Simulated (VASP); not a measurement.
# EuI3 (Fm-3m) in VASP: further runs

The runs below take EuI3 through single point, with PBE.

All numbers are computed with VASP 6.6.1; they aren't measurements. Logs are shortened: lines on timing, memory, paths and dates and some standing lists are left out, and cuts for length are marked.

### 1 The cell of the first run

Symmetry: Fm-3m, No. 225, cubic system. The conventional cell has a = 7.245 Å, b = 7.245 Å, c = 7.245 Å, α = 90.00°, β = 90.00°, γ = 90.00°. Within 4.1 Å of Eu (site symmetry m-3m) lie 14 I at 3.14 to 3.62 Å. I (site symmetry m-3m) has 8 I at 3.14 Å and 6 Eu at 3.62 Å within 4.1 Å. Within 4.1 Å of I (site symmetry -43m) lie 4 Eu at 3.14 Å and 10 I at 3.14 to 3.62 Å.

### 2 Single point, PBE, collinear spin, ferromagnetic start

The input, INCAR:

```
PREC     = Accurate       # precision mode
ENCUT    = 520            # plane-wave cutoff, eV
EDIFF    = 1E-6           # SCF threshold, eV
ISMEAR   = -1             # smearing method
SIGMA    = 0.05           # smearing width, eV
LREAL    = F              # projectors in reciprocal space
LASPH    = T              # aspherical terms in the spheres
NELM     = 150            # most SCF steps
ALGO     = Normal         # electronic algorithm
ISIF     = 2              # what is computed and relaxed
LWAVE    = F              # write WAVECAR
LCHARG   = F              # write CHGCAR
ISPIN    = 2              # spin polarisation
MAGMOM   = 7 0 0 0        # initial moments
LORBIT   = 11             # projections on sites
LMAXMIX  = 6              # l up to which the mixer works
GGA      = PE             # functional
NBANDS   = 31             # bands
```

The input, KPOINTS:

```
Automatic mesh
0
Gamma
  6 6 6
```

The input, POSCAR:

```
EuI3
1.0
    0.0000000000      3.6225526886      3.6225526886
    3.6225526886      0.0000000000      3.6225526886
    3.6225526886      3.6225526886      0.0000000000
Eu I
1 3
Direct
    0.0000000000      0.0000000000      0.0000000000
    0.5000000000      0.5000000000      0.5000000000
    0.2500000000      0.2500000000      0.2500000000
    0.7500000000      0.7500000000      0.7500000000
```

Potentials or basis: VASP PAW PBE potentials, release 64 (Eu, I).

Run with:

```console
$ cat potpaw_PBE.64/Eu/POTCAR potpaw_PBE.64/I/POTCAR > POTCAR
$ mpirun -np 1 vasp_std > vasp.out
```

OUTCAR:

```text
PREC = Accurate
   ENCUT = 520
   EDIFF = 1E-6
   ISMEAR = -1
   LREAL = F
   LASPH = T
   NELM = 150
   ISIF = 2
   ISPIN = 2
   LORBIT = 11
   GGA = PE

 ion  position               nearest neighbor table
   1  0.000  0.000  0.000-   4 3.14   4 3.14   4 3.14   3 3.14   4 3.14   3 3.14   3 3.14   3 3.14

   2  0.500  0.500  0.500-   3 3.14   3 3.14   3 3.14   3 3.14   4 3.14   4 3.14   4 3.14   4 3.14

   3  0.250  0.250  0.250-   1 3.14   1 3.14   1 3.14   1 3.14   2 3.14   2 3.14   2 3.14   2 3.14

   4  0.750  0.750  0.750-   2 3.14   2 3.14   2 3.14   1 3.14   2 3.14   1 3.14   1 3.14   1 3.14

  LATTYP: Found a face centered cubic cell.
 ALAT       =     7.2451053772

  Lattice vectors:

 A1 = (   0.0000000000,   3.6225526886,   3.6225526886)
 A2 = (   3.6225526886,   0.0000000000,   3.6225526886)
 A3 = (   3.6225526886,   3.6225526886,   0.0000000000)

Analysis of symmetry for initial positions (statically):
=====================================================================
 Subroutine PRICEL returns:
 Original cell was already a primitive cell.

 Routine SETGRP: Setting up the symmetry group for a
 face centered cubic supercell.

 Subroutine GETGRP returns: Found 48 space group operations
 (whereof 48 operations were pure point group operations)
 out of a pool of 48 trial point group operations.

The static configuration has the point symmetry O_h .

Analysis of symmetry for dynamics (positions and initial velocities):
=====================================================================
 Subroutine PRICEL returns:
 Original cell was already a primitive cell.

 Routine SETGRP: Setting up the symmetry group for a
 face centered cubic supercell.

 Subroutine GETGRP returns: Found 48 space group operations
 (whereof 48 operations were pure point group operations)
 out of a pool of 48 trial point group operations.

The dynamic configuration has the point symmetry O_h .

Analysis of structural, dynamic, and magnetic symmetry:
=====================================================================
 Subroutine PRICEL returns:
 Original cell was already a primitive cell.

 Routine SETGRP: Setting up the symmetry group for a
 face centered cubic supercell.

 Subroutine GETGRP returns: Found 48 space group operations
 (whereof 48 operations were pure point group operations)
 out of a pool of 48 trial point group operations.

The overall configuration has the point symmetry O_h .

 Subroutine INISYM returns: Found 48 space group operations
 (whereof 48 operations are pure point group operations),
 and found     1 'primitive' translations

----------------------------------------------------------------------------------------

                                     Primitive cell

  volume of cell :      95.0767

  direct lattice vectors                    reciprocal lattice vectors
     0.000000000  3.622552689  3.622552689    -0.138024217  0.138024217  0.138024217
     3.622552689  0.000000000  3.622552689     0.138024217 -0.138024217  0.138024217
     3.622552689  3.622552689  0.000000000     0.138024217  0.138024217 -0.138024217

  length of vectors
     5.123063143  5.123063143  5.123063143     0.239064957  0.239064957  0.239064957

  position of ions in fractional coordinates (direct lattice)
     0.000000000  0.000000000  0.000000000
     0.500000000  0.500000000  0.500000000
     0.250000000  0.250000000  0.250000000
     0.750000000  0.750000000  0.750000000

  ion indices of the primitive-cell ions
   primitive index   ion index
                 1           1
                 2           2
                 3           3
                 4           4

----------------------------------------------------------------------------------------

 KPOINTS: Automatic mesh

Automatic generation of k-mesh.
 Grid dimensions read from file:
 generate k-points for:    6    6    6

 Generating k-lattice:

  Cartesian coordinates                     Fractional coordinates (reciprocal lattice)
    -0.023004036  0.023004036  0.023004036     0.166666667  0.000000000  0.000000000
     0.023004036 -0.023004036  0.023004036     0.000000000  0.166666667  0.000000000
     0.023004036  0.023004036 -0.023004036     0.000000000  0.000000000  0.166666667

  Length of vectors
     0.039844160  0.039844160  0.039844160

  Shift w.r.t. Gamma in fractional coordinates (k-lattice)
     0.000000000  0.000000000  0.000000000

 Subroutine IBZKPT returns following result:
 ===========================================

 Found     16 irreducible k-points:

 Following reciprocal coordinates:
            Coordinates               Weight
  0.000000  0.000000  0.000000      1.000000
  0.166667  0.000000  0.000000      8.000000
  0.333333  0.000000  0.000000      8.000000
  0.500000  0.000000  0.000000      4.000000
  0.166667  0.166667  0.000000      6.000000
  0.333333  0.166667  0.000000     24.000000
[... 8 lines left out ...]
 -0.333333  0.333333  0.166667     24.000000
 -0.333333  0.500000  0.166667     12.000000
   k-points           NKPTS =     16   k-points in BZ     NKDIM =     16   number of bands    NBANDS=     31
   number of dos      NEDOS =    301   number of ions     NIONS =      4
   total plane-waves  NPLWV =  64000
   dimension x,y,z NGX =    40 NGY =   40 NGZ =   40
   dimension x,y,z NGXF=    80 NGYF=   80 NGZF=   80
   ions per type =               1   3
   NGX,Y,Z   is equivalent  to a cutoff of  12.98, 12.98, 12.98 a.u.
   NGXF,Y,Z  is equivalent  to a cutoff of  25.96, 25.96, 25.96 a.u.
 SYSTEM =  unknown system
   PREC   = accura    normal or accurate (medium, high low for compatibility)
   ISTART =      0    job   : 0-new  1-cont  2-samecut
   ICHARG =      2    charge: 1-file 2-atom 10-const
   ISPIN  =      2    spin polarized calculation?
   LNONCOLLINEAR =      F non collinear calculations
   LSORBIT =      F    spin-orbit coupling
   LASPH  =      T    aspherical Exc in radial PAW
   ENCUT  =  520.0 eV  38.22 Ry    6.18 a.u.   9.53  9.53  9.53*2*pi/ulx,y,z
   NELM   =    150;   NELMIN=  2; NELMDL= -5     # of ELM steps
   EDIFF  = 0.1E-05   stopping-criterion for ELM
   LREAL  =      F    real-space projection
   EDIFFG = 0.1E-04   stopping-criterion for IOM
   NSW    =      0    number of steps for IOM
   IBRION =     -1    ionic relax: 0-MD 1-quasi-New 2-CG
   NFREE  =      0    steps in history (QN), initial steepest desc. (CG)
   ISIF   =      2    stress and relaxation
   ISYM   =      2    0-nonsym 1-usesym 2-fastsym
   POTIM  = 0.5000    time-step for ionic-motion
   TEBEG  =    0.0;   TEEND  =   0.0 temperature during run
   PSTRESS=    0.0 pullay stress
   NELECT =      38.0000    total number of electrons
   NUPDOWN=      -1.0000    fix difference up-down
   EMIN   =  10.00;   EMAX   =-10.00  energy-range for DOS
   EFERMI =   0.00;   METHOD = LEGACY
   ISMEAR =    -1;   SIGMA  =   0.05  broadening in eV -4-tet -1-fermi 0-gaus
   EFERMI_NEDOS =   21; number of points for ismear=-14 and -15
   IALGO  =     38    algorithm
   IMIX   =      4    mixing-type and parameters
     AMIX     =   0.40;   BMIX     =  1.00
     AMIX_MAG =   1.60;   BMIX_MAG =  1.00
  volume/ion in A,a.u.               =      23.77       160.40
  Fermi-wavevector in a.u.,A,eV,Ry     =   1.205900  2.278821 19.785524  1.454195
  Thomas-Fermi vector in A             =   2.341583
   LORBIT       =     11    0 simple, 1 ext, 2 COOP (PROOUT), +10 PAW based schemes
   GGA     = PE    functional components
   LHFCALC =     F    Hartree Fock is set to
   AEXX    =    0.0000 exact exchange contribution
   IVDW    =     0    specifies the selected vdW correction
   LEPSILON=     F    determine dielectric tensor
   LRPA    =     F    only Hartree local field effects (RPA)
 spin polarized calculation
  energy-cutoff  :      520.00
  volume of cell :       95.08
 maximum number of plane-waves:      2637
 NGX is ok and might be reduce to    40
   NGX = 19   NGY = 19   NGZ = 19

 number of electron      38.0000000 magnetization       6.1519866

 Free energy of the ion-electron system (eV)
  ---------------------------------------------------
  ext. energy  EPLUGINS =         0.00000000
  ---------------------------------------------------
  free energy    TOTEN  =       -16.61614041 eV

  energy without entropy =      -16.58725990  energy(sigma->0) =      -16.60170015

 E-fermi :   8.8822     XC(G=0): -11.0199

 val. band max:        8.8738788099   @ k =   0.5000   0.5000   0.0000
 cond. band min:       8.8985985989   @ k =  -0.3333   0.3333   0.1667
 fundamental gap:      0.0247197890
 Fermi energy:         8.8821612511

 spin component 1

 k-point     1 :       0.0000    0.0000    0.0000
  band No.  band energies     occupation
      1     -32.3380      1.00000
      2     -11.1053      1.00000
      3     -11.1053      1.00000
      4     -11.1053      1.00000
      5      -6.7959      1.00000
      6      -3.4988      1.00000
[... 533 lines left out ...]
     30      14.7046      0.00000
     31      15.3577      0.00000
 Fermi energy:         8.8821612511

 spin component 2

 k-point     1 :       0.0000    0.0000    0.0000
  band No.  band energies     occupation
      1     -29.3621      1.00000
      2      -8.9978      1.00000
      3      -8.9978      1.00000
      4      -8.9978      1.00000
      5      -6.8924      1.00000
      6      -3.6049      1.00000
[... 533 lines left out ...]
     30      15.1316      0.00000
     31      15.7086      0.00000

------------------------ aborting loop because EDIFF is reached ----------------------------------------

  FORCE on cell =-STRESS in cart. coord.  units (eV):
  Direction    XX          YY          ZZ          XY          YZ          ZX
  --------------------------------------------------------------------------------------
  -------------------------------------------------------------------------------------
  Total       16.7532987     16.7532987     16.7532987     -0.0000000      0.0000000      0.0000000
  in kB      282.3168415    282.3168415    282.3168415     -0.0000000      0.0000000      0.0000000
  external PRESSURE =     282.3168415 kB  Pullay stress =       0.0000000 kB

 VOLUME and BASIS-vectors are now :
 -----------------------------------------------------------------------------
  energy-cutoff  :      520.00
  volume of cell :       95.08
      direct lattice vectors                 reciprocal lattice vectors
     0.000000000  3.622552689  3.622552689    -0.138024217  0.138024217  0.138024217
     3.622552689  0.000000000  3.622552689     0.138024217 -0.138024217  0.138024217
     3.622552689  3.622552689  0.000000000     0.138024217  0.138024217 -0.138024217

 POSITION                                       TOTAL-FORCE (eV/Angst)
 -----------------------------------------------------------------------------------
      0.00000      0.00000      0.00000        -0.000000     -0.000000      0.000000
      3.62255      3.62255      3.62255        -0.000000     -0.000000      0.000000
      1.81128      1.81128      1.81128         0.000000      0.000000      0.000000
      5.43383      5.43383      5.43383        -0.000000     -0.000000     -0.000000
 -----------------------------------------------------------------------------------
    total drift:                               -0.000000      0.000000      0.000000

  FREE ENERGIE OF THE ION-ELECTRON SYSTEM (eV)
  ---------------------------------------------------
  free  energy   TOTEN  =       -16.6161404057 eV

  energy  without entropy=      -16.5872598993  energy(sigma->0) =      -16.60170015

 total charge

# of ion       s       p       d       f       tot
--------------------------------------------------
    1        2.040   5.747   0.451   6.518  14.756
    2        1.552   2.778   0.076   0.000   4.405
    3        1.532   2.822   0.079   0.000   4.433
    4        1.532   2.822   0.079   0.000   4.433
--------------------------------------------------
tot          6.655  14.168   0.684   6.518  28.026

 magnetization (x)

# of ion       s       p       d       f       tot
--------------------------------------------------
    1       -0.011  -0.109   0.073   6.441   6.394
    2       -0.007  -0.184   0.000   0.000  -0.191
    3       -0.005  -0.108   0.001   0.000  -0.112
    4       -0.005  -0.108   0.001   0.000  -0.112
--------------------------------------------------
tot         -0.029  -0.508   0.075   6.441   5.979
```

Run time: 83 s. Hardware: 1 thread of AMD EPYC 9R45 (Zen 5), shared host; peak memory 0.3 GiB.

What came out:

* Free energy: -16.6161 eV
* Pressure: 28.2 GPa
* Net moment: 6.15 μB per cell
* Site moments: Eu +6.39; I -0.19, -0.11 (each value once) μB
* Valence electrons inside the program's atomic spheres: Eu 14.76; I 4.41, 4.43 (each value once)

Caveat: the cell stands under pressure; spin-orbit coupling is left out, which moves the levels of the heavy elements; semilocal functionals describe open f shells poorly, which spoils levels, moments and volumes. The state reached can hang on the start; a lower one may exist.

### 3 Single point, PBE, collinear spin, ferromagnetic start

This run uses another cell than the first one, of 24.27 Å³/atom.

The input, INCAR:

```
SYSTEM = EuI3
PREC = Accurate ; ENCUT = 520
EDIFF = 1E-6 ; ISMEAR = -1
SIGMA = 0.05 ; LREAL = .False.
LASPH = .True. ; NELM = 150
ALGO = Normal ; ISIF = 2
LWAVE = .False. ; LCHARG = .False.
ISPIN = 2 ; MAGMOM = 7 0 0 0
LORBIT = 11 ; LMAXMIX = 6
GGA = PE ; NBANDS = 31
```

The input, KPOINTS:

```
Automatic mesh
0
Gamma
  6 6 6
  0 0 0
```

The input, POSCAR:

```
EuI3
1.0
    0.0000000000      3.6480644635      3.6480644635
    3.6480644635      0.0000000000      3.6480644635
    3.6480644635      3.6480644635      0.0000000000
Eu I
1 3
Direct
    0.0000000000      0.0000000000      0.0000000000
    0.5000000000      0.5000000000      0.5000000000
    0.2500000000      0.2500000000      0.2500000000
    0.7500000000      0.7500000000      0.7500000000
```

Potentials or basis: VASP PAW PBE potentials, release 64 (Eu, I).

Run with:

```console
$ cat potpaw_PBE.64/Eu/POTCAR potpaw_PBE.64/I/POTCAR > POTCAR
$ mpirun -np 1 vasp_std > vasp.out
```

Wall time 87 s (1 thread of AMD EPYC 9R45 (Zen 5), shared host); peak memory 0.3 GiB.

Results (log left out):

```
Free energy                                           : -16.9559 eV
Pressure                                              : 25.5 GPa
Net moment                                            : 6.15 μB per cell
Site moments                                          : Eu +6.40; I -0.19, -0.11 (each value once) μB
Valence electrons inside the program's atomic spheres : Eu 14.74; I 4.39, 4.42 (each value once)
```

Levels at points of the mesh, in eV from the Fermi level:
Spin up:
| k point | band 20 | band 21 | band 22 | band 23 | band 24 | band 25 |
| --- | --- | --- | --- | --- | --- | --- |
| (0.00, 0.00, 0.00) | -0.31 | -0.15 | -0.15 | -0.15 | 0.69 | 0.69 |
| (0.50, 0.00, 0.00) | -0.37 | -0.37 | -0.20 | 0.07 | 3.42 | 3.93 |
| (0.50, 0.50, 0.00) | -0.33 | 0.08 | 0.48 | 0.48 | 1.87 | 2.07 |
Spin down:
```csv
k point,band 14,band 15,band 16,band 17,band 18,band 19
"(0.00, 0.00, 0.00)",-0.52,-0.52,-0.52,1.05,1.05,4.18
"(0.50, 0.00, 0.00)",-1.10,-1.10,-0.06,4.03,4.06,4.06
"(0.50, 0.50, 0.00)",-1.21,0.00,0.00,2.34,2.67,3.54
```

Caveat: the cell stands under pressure; spin-orbit coupling is left out, which moves the levels of the heavy elements; semilocal functionals describe open f shells poorly, which spoils levels, moments and volumes.

(Continued in part 2 of 2.)
